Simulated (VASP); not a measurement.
Wanted: the native input for a VASP 6.6.1 run.

| Quantity | Value |
| --- | --- |
| Task | electric field gradients |
| Functional | PBE |
| Potentials or basis | VASP PAW PBE potentials, release 64 (Ba_sv, Te) |
| Cutoff | 520 eV |
| k mesh | 9 × 9 × 9 |
| Occupations | fermi-dirac, width 0.05 eV |
| Spin | no spin polarisation |
| Dipole correction | no |
| Further INCAR settings | ALGO = Normal; EDIFF = 1e-08; NBANDS = 15 |

The structure of BaTe (CsCl type) lies in POSCAR:

```
BaTe
1.0
    4.2138837783      0.0000000000      0.0000000000
    0.0000000000      4.2138837783      0.0000000000
    0.0000000000      0.0000000000      4.2138837783
Ba Te
1 1
Direct
    0.0000000000      0.0000000000      0.0000000000
    0.5000000000      0.5000000000      0.5000000000
```

These files were run (other wordings do the same):

INCAR

```
ALGO = Normal
EDIFF = 1E-8
ENCUT = 520
GGA = PE
ISIF = 2
ISMEAR = -1
LASPH = T
LCHARG = F
LEFG = T
LREAL = F
LWAVE = F
NBANDS = 15
NELM = 100
PREC = Accurate
SIGMA = 0.05
```

KPOINTS

```
k-points
0
Gamma
  9 9 9
```

Potentials or basis: VASP PAW PBE potentials, release 64 (Ba_sv, Te).

Run with:

```console
$ cat potpaw_PBE.64/Ba_sv/POTCAR potpaw_PBE.64/Te/POTCAR > POTCAR
$ mpirun -np 1 vasp_std > vasp.out
```

Results of the run:

```
Pressure                                : 1.2 GPa
Band gap on the k mesh                  : 0.79 eV (least direct gap 1.08 eV)
Largest electric field gradient by atom : zero within the noise of the run
```

Caveat: spin-orbit coupling is left out, which moves the levels of the heavy elements; an odd mesh through Γ misses points on the zone boundary, where band edges can lie.

It took 38 s on 1 thread of Intel(R) Xeon(R) Platinum 8259CL CPU @ 2.50GHz (Skylake/Cascade Lake), with other jobs on the host, peak memory 0.2 GiB.
